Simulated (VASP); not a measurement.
A run of VASP 6.6.1:

File INCAR:

```
SYSTEM = TiTc
ALGO = Normal ; EDIFF = 1E-6
ENCUT = 520 ; GGA = PS
ISIF = 2 ; ISMEAR = -1
LASPH = .TRUE. ; LCHARG = .TRUE.
LELF = .TRUE. ; LREAL = .FALSE.
LVHAR = .TRUE. ; LWAVE = .FALSE.
NBANDS = 20 ; NELM = 60
PREC = Accurate ; SIGMA = 0.08
```

File KPOINTS:

```
k-points
0
G
  12 12 12
  0 0 0
```

POSCAR

```
TiTc
1.0
    3.0478000000      0.0000000000      0.0000000000
    0.0000000000      3.0478000000      0.0000000000
    0.0000000000      0.0000000000      3.1100000000
Ti Tc
1 1
Direct
    0.5000000000      0.5000000000      0.5000000000
    0.0000000000      0.0000000000      0.0000000000
```

Potentials or basis: VASP PAW PBE potentials, release 64 (Ti_sv, Tc_pv).

Run with:

```bash
$ cat potpaw_PBE.64/Ti_sv/POTCAR potpaw_PBE.64/Tc_pv/POTCAR > POTCAR
$ mpirun -np 1 vasp_std > vasp.out
```

Hardware: 1 thread of Intel Xeon 8259CL, with other jobs on the host.

Estimate the wall time of this run.

Wall time 110 s on 1 thread of Intel Xeon 8259CL, with other jobs on the host, peak memory 0.23 GiB. Counts: scf iterations 13, k points 196.
